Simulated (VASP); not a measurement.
# CoO (P4_2/mmc) in VASP: single point with LDA+U

Aim: the single point of CoO with LDA+U.

All numbers are computed with VASP 6.6.1; they aren't measurements. Logs are shortened: lines on timing, memory, paths and dates and some standing lists are left out, and cuts for length are marked.

## (1) The cell of the first run

Symmetry: P4_2/mmc, No. 131, tetragonal system. Conventional cell: a = 3.446 Å, b = 3.446 Å, c = 4.290 Å, α = 90.00°, β = 90.00°, γ = 90.00°. Co (site symmetry mmm) has 4 O at 2.03 Å within 2.7 Å. O (site symmetry -4m2) has 4 Co at 2.03 Å and 2 O at 2.15 Å within 2.7 Å.

## (2) Single point, LDA+U, collinear spin, ferrimagnetic start

File INCAR:

```
SYSTEM = CoO
PREC = Accurate ; ENCUT = 520
EDIFF = 1E-6 ; ISMEAR = 0
SIGMA = 0.05 ; LREAL = .False.
LASPH = .True. ; NELM = 150
ALGO = Normal ; ISIF = 2
LWAVE = .False. ; LCHARG = .True.
ISPIN = 2 ; MAGMOM = 2.18 2.18 -0.12 -0.12
LORBIT = 11 ; LMAXMIX = 4
LDAU = .True. ; LDAUTYPE = 2
LDAUL = 2 -1 ; LDAUU = 4 0
LDAUJ = 0 0 ; LDAUPRINT = 1
GGA = CA ; LELF = .True.
LVHAR = .True. ; NBANDS = 27
```

File KPOINTS:

```
regular mesh
0
Gamma
  6 6 5
  0 0 0
```

File POSCAR:

```
CoO
1.0
    3.4461499200      0.0000000000      0.0000000000
    0.0000000000      3.4461499200      0.0000000000
    0.0000000000      0.0000000000      4.2904647300
Co O
2 2
Direct
    0.0000000000      0.5000000000      0.0000000000
    0.5000000000      0.0000000000      0.5000000000
    0.0000000000      0.0000000000      0.2500000000
    0.0000000000      0.0000000000      0.7500000000
```

Potentials or basis: VASP PAW LDA potentials, release 64 (Co, O).

Command:

```sh
cat potpaw_LDA.64/Co/POTCAR potpaw_LDA.64/O/POTCAR > POTCAR
mpirun -np 1 vasp_std > vasp.out
```

OUTCAR:

```text
SYSTEM = CoO
   PREC = Accurate
   ENCUT = 520
   EDIFF = 1E-6
   ISMEAR = 0
   LREAL = .False.
   LASPH = .True.
   NELM = 150
   ISIF = 2
   ISPIN = 2
   LORBIT = 11
   GGA = CA

 ion  position               nearest neighbor table
   1  0.000  0.500  0.000-   3 2.03   4 2.03   3 2.03   4 2.03
   2  0.500  0.000  0.500-   3 2.03   4 2.03   3 2.03   4 2.03
   3  0.000  0.000  0.250-   1 2.03   2 2.03   1 2.03   2 2.03
   4  0.000  0.000  0.750-   1 2.03   2 2.03   1 2.03   2 2.03

  LATTYP: Found a simple tetragonal cell.
 ALAT       =     3.4461499200
 C/A-ratio  =     1.2450023445

  Lattice vectors:

 A1 = (   3.4461499200,   0.0000000000,   0.0000000000)
 A2 = (   0.0000000000,   3.4461499200,   0.0000000000)
 A3 = (   0.0000000000,   0.0000000000,   4.2904647300)

Analysis of symmetry for initial positions (statically):
=====================================================================
 Subroutine PRICEL returns:
 Original cell was already a primitive cell.

 Routine SETGRP: Setting up the symmetry group for a
 simple tetragonal supercell.

 Subroutine GETGRP returns: Found 16 space group operations
 (whereof  8 operations were pure point group operations)
 out of a pool of 16 trial point group operations.

The static configuration has the point symmetry D_2h.
 The point group associated with its full space group is D_4h.

Analysis of symmetry for dynamics (positions and initial velocities):
=====================================================================
 Subroutine PRICEL returns:
 Original cell was already a primitive cell.

 Routine SETGRP: Setting up the symmetry group for a
 simple tetragonal supercell.

 Subroutine GETGRP returns: Found 16 space group operations
 (whereof  8 operations were pure point group operations)
 out of a pool of 16 trial point group operations.

The dynamic configuration has the point symmetry D_2h.
 The point group associated with its full space group is D_4h.

Analysis of structural, dynamic, and magnetic symmetry:
=====================================================================
 Subroutine PRICEL returns:
 Original cell was already a primitive cell.

 Routine SETGRP: Setting up the symmetry group for a
 simple tetragonal supercell.

 Subroutine GETGRP returns: Found 16 space group operations
 (whereof  8 operations were pure point group operations)
 out of a pool of 16 trial point group operations.

The overall configuration has the point symmetry D_2h.
 The point group associated with its full space group is D_4h.

 Subroutine INISYM returns: Found 16 space group operations
 (whereof  8 operations are pure point group operations),
 and found     1 'primitive' translations

----------------------------------------------------------------------------------------

                                     Primitive cell

  volume of cell :      50.9533

  direct lattice vectors                    reciprocal lattice vectors
     3.446149920  0.000000000  0.000000000     0.290178902  0.000000000  0.000000000
     0.000000000  3.446149920  0.000000000     0.000000000  0.290178902  0.000000000
     0.000000000  0.000000000  4.290464730     0.000000000  0.000000000  0.233074984

  length of vectors
     3.446149920  3.446149920  4.290464730     0.290178902  0.290178902  0.233074984

  position of ions in fractional coordinates (direct lattice)
     0.000000000  0.500000000  0.000000000
[... 136 lines left out ...]

spin component  2

  0.9475  0.0000  0.0000  0.0000  0.0000
  0.0000  0.2305  0.0000 -0.0000  0.0000
  0.0000  0.0000  0.9147  0.0000 -0.1295
  0.0000 -0.0000  0.0000  0.0330  0.0000
  0.0000  0.0000 -0.1295  0.0000  0.3198

 occupancies and eigenvectors

  o =  0.0330  v =  0.0000  0.0000  0.0000  0.0000  0.0000  0.0000  0.0000  0.0000  1.0000  0.0000      0.0000  0.0000  0.0000  0.0000  0.0000  0.0000  0.0000  0.0000  0.0000  0.0000
  o =  0.2305  v =  0.0000  0.0000  0.0000  0.0000  0.0000  0.0000 -1.0000  0.0000  0.0000  0.0000      0.0000  0.0000  0.0000  0.0000  0.0000  0.0000  0.0000  0.0000  0.0000  0.0000
  o =  0.2929  v =  0.0000  0.0000  0.0000  0.0000  0.0000  0.0000  0.0000  0.2039  0.0000  0.9790      0.0000  0.0000  0.0000  0.0000  0.0000  0.0000  0.0000  0.0000  0.0000  0.0000
  o =  0.9298  v =  0.0000  0.0000  0.1735  0.0000 -0.9848  0.0000  0.0000  0.0000  0.0000  0.0000      0.0000  0.0000  0.0000  0.0000  0.0000  0.0000  0.0000  0.0000  0.0000  0.0000
  o =  0.9417  v =  0.0000  0.0000  0.0000  0.0000  0.0000  0.0000  0.0000 -0.9790  0.0000  0.2039      0.0000  0.0000  0.0000  0.0000  0.0000  0.0000  0.0000  0.0000  0.0000  0.0000
  o =  0.9475  v =  0.0000  0.0000  0.0000  0.0000  0.0000  1.0000  0.0000  0.0000  0.0000  0.0000      0.0000  0.0000  0.0000  0.0000  0.0000  0.0000  0.0000  0.0000  0.0000  0.0000
  o =  0.9594  v =  0.0000 -1.0000  0.0000  0.0000  0.0000  0.0000  0.0000  0.0000  0.0000  0.0000      0.0000  0.0000  0.0000  0.0000  0.0000  0.0000  0.0000  0.0000  0.0000  0.0000
  o =  0.9613  v =  0.0000  0.0000 -0.0000  1.0000 -0.0000  0.0000  0.0000  0.0000  0.0000  0.0000      0.0000  0.0000  0.0000  0.0000  0.0000  0.0000  0.0000  0.0000  0.0000  0.0000
  o =  0.9618  v =  0.0000 -0.0000 -0.9848  0.0000 -0.1735  0.0000  0.0000  0.0000  0.0000  0.0000      0.0000  0.0000  0.0000  0.0000  0.0000  0.0000  0.0000  0.0000  0.0000  0.0000
  o =  0.9645  v =  1.0000  0.0000  0.0000  0.0000  0.0000  0.0000  0.0000  0.0000  0.0000  0.0000      0.0000  0.0000  0.0000  0.0000  0.0000  0.0000  0.0000  0.0000  0.0000  0.0000

atom =   2  type =  1  l = 2

 onsite density matrix

spin component  1

  0.9645  0.0000 -0.0000  0.0000 -0.0000
  0.0000  0.9613  0.0000 -0.0000  0.0000
 -0.0000  0.0000  0.9608  0.0000 -0.0055
  0.0000 -0.0000  0.0000  0.9594  0.0000
 -0.0000  0.0000 -0.0055  0.0000  0.9307

spin component  2

  0.9475  0.0000 -0.0000  0.0000  0.0000
  0.0000  0.0330  0.0000  0.0000  0.0000
 -0.0000  0.0000  0.9147  0.0000  0.1295
  0.0000  0.0000  0.0000  0.2305  0.0000
  0.0000  0.0000  0.1295  0.0000  0.3198

 occupancies and eigenvectors

  o =  0.0330  v =  0.0000  0.0000  0.0000  0.0000  0.0000  0.0000  1.0000  0.0000  0.0000 -0.0000      0.0000  0.0000  0.0000  0.0000  0.0000  0.0000  0.0000  0.0000  0.0000  0.0000
  o =  0.2305  v =  0.0000  0.0000  0.0000  0.0000  0.0000  0.0000  0.0000 -0.0000 -1.0000  0.0000      0.0000  0.0000  0.0000  0.0000  0.0000  0.0000  0.0000  0.0000  0.0000  0.0000
  o =  0.2929  v =  0.0000  0.0000  0.0000  0.0000  0.0000  0.0000  0.0000  0.2039 -0.0000 -0.9790      0.0000  0.0000  0.0000  0.0000  0.0000  0.0000  0.0000  0.0000  0.0000  0.0000
  o =  0.9298  v =  0.0000 -0.0000 -0.1735  0.0000 -0.9848  0.0000  0.0000  0.0000  0.0000  0.0000      0.0000  0.0000  0.0000  0.0000  0.0000  0.0000  0.0000  0.0000  0.0000  0.0000
  o =  0.9417  v =  0.0000  0.0000  0.0000  0.0000  0.0000  0.0000 -0.0000  0.9790 -0.0000  0.2039      0.0000  0.0000  0.0000  0.0000  0.0000  0.0000  0.0000  0.0000  0.0000  0.0000
  o =  0.9475  v =  0.0000  0.0000  0.0000  0.0000  0.0000  1.0000  0.0000  0.0000  0.0000  0.0000      0.0000  0.0000  0.0000  0.0000  0.0000  0.0000  0.0000  0.0000  0.0000  0.0000
  o =  0.9594  v =  0.0000 -0.0000  0.0000  1.0000 -0.0000  0.0000  0.0000  0.0000  0.0000  0.0000      0.0000  0.0000  0.0000  0.0000  0.0000  0.0000  0.0000  0.0000  0.0000  0.0000
  o =  0.9613  v =  0.0000  1.0000 -0.0000  0.0000  0.0000  0.0000  0.0000  0.0000  0.0000  0.0000      0.0000  0.0000  0.0000  0.0000  0.0000  0.0000  0.0000  0.0000  0.0000  0.0000
  o =  0.9618  v =  0.0000 -0.0000 -0.9848  0.0000  0.1735  0.0000  0.0000  0.0000  0.0000  0.0000      0.0000  0.0000  0.0000  0.0000  0.0000  0.0000  0.0000  0.0000  0.0000  0.0000
  o =  0.9645  v =  1.0000  0.0000  0.0000  0.0000  0.0000  0.0000  0.0000  0.0000  0.0000  0.0000      0.0000  0.0000  0.0000  0.0000  0.0000  0.0000  0.0000  0.0000  0.0000  0.0000

 number of electron      29.9999974 magnetization       4.5060112

 Free energy of the ion-electron system (eV)
  ---------------------------------------------------
  ext. energy  EPLUGINS =         0.00000000
  ---------------------------------------------------
  free energy    TOTEN  =       -23.50324063 eV

  energy without entropy =      -23.50086642  energy(sigma->0) =      -23.50205353

 E-fermi :   4.4648     XC(G=0): -11.1243

 val. band max:        4.4642044169   @ k =   0.3333   0.0000   0.0000
 cond. band min:       4.4753128298   @ k =   0.0000   0.0000   0.2000
 fundamental gap:      0.0111084129
 Fermi energy:         4.4647654410

 spin component 1

 k-point     1 :       0.0000    0.0000    0.0000
  band No.  band energies     occupation
      1     -14.9728      1.00000
      2     -12.0882      1.00000
      3      -3.6235      1.00000
      4      -2.0023      1.00000
      5      -2.0023      1.00000
      6      -0.4186      1.00000
[... 1433 lines left out ...]
     26      19.5134      0.00000
     27      21.7724      0.00000

 [... further k-points ...]
[... 5 lines left out ...]
  --------------------------------------------------------------------------------------
  -------------------------------------------------------------------------------------
  Total       -8.4336945     -8.4336945      2.9306602      0.0000000      0.0000000      0.0000000
  in kB     -265.1891666   -265.1891666     92.1517051      0.0000000      0.0000000      0.0000000
  external PRESSURE =    -146.0755427 kB  Pullay stress =       0.0000000 kB

 VOLUME and BASIS-vectors are now :
 -----------------------------------------------------------------------------
  energy-cutoff  :      520.00
  volume of cell :       50.95
      direct lattice vectors                 reciprocal lattice vectors
     3.446149920  0.000000000  0.000000000     0.290178902  0.000000000  0.000000000
     0.000000000  3.446149920  0.000000000     0.000000000  0.290178902  0.000000000
     0.000000000  0.000000000  4.290464730     0.000000000  0.000000000  0.233074984

 POSITION                                       TOTAL-FORCE (eV/Angst)
 -----------------------------------------------------------------------------------
      0.00000      1.72307      0.00000         0.000000      0.000000      0.000000
      1.72307      0.00000      2.14523         0.000000      0.000000      0.000000
      0.00000      0.00000      1.07262        -0.000000     -0.000000      0.000000
      0.00000      0.00000      3.21785         0.000000      0.000000     -0.000000
 -----------------------------------------------------------------------------------
    total drift:                                0.000000      0.000000      0.000000

  FREE ENERGIE OF THE ION-ELECTRON SYSTEM (eV)
  ---------------------------------------------------
  free  energy   TOTEN  =       -23.5032406347 eV

  energy  without entropy=      -23.5008664231  energy(sigma->0) =      -23.50205353

 total charge

# of ion       s       p       d       tot
------------------------------------------
    1        0.335   0.349   7.198   7.881
    2        0.335   0.349   7.198   7.881
    3        1.570   3.332   0.000   4.902
    4        1.570   3.332   0.000   4.902
--------------------------------------------------
tot          3.808   7.362  14.396  25.566

 magnetization (x)

# of ion       s       p       d       tot
------------------------------------------
    1        0.022   0.010   2.330   2.362
    2        0.022   0.010   2.330   2.362
    3        0.008  -0.104   0.000  -0.096
    4        0.008  -0.104   0.000  -0.096
--------------------------------------------------
tot          0.062  -0.190   4.660   4.532
```

Wall time 98 s (1 thread of AMD EPYC 7R13 (Zen 3), shared host); peak memory 0.16 GiB.

What came out:

```
Free energy                                           : -23.5032 eV
Pressure                                              : -14.6 GPa
Net moment                                            : 4.51 μB per cell
Site moments                                          : Co +2.36; O -0.10 μB
Valence electrons inside the program's atomic spheres : Co 7.88; O 4.90
```

Eigenvalues of the final occupation matrices:
| site | spin | trace | eigenvalues |
| --- | --- | --- | --- |
| site 1 d | 1 | 4.78 | 0.93 0.96 0.96 0.96 0.96 |
| site 1 d | 2 | 2.45 | 0.03 0.23 0.29 0.94 0.95 |
| site 2 d | 1 | 4.78 | 0.93 0.96 0.96 0.96 0.96 |
| site 2 d | 2 | 2.45 | 0.03 0.23 0.29 0.94 0.95 |

The state reached can hang on the start; a lower one may exist.
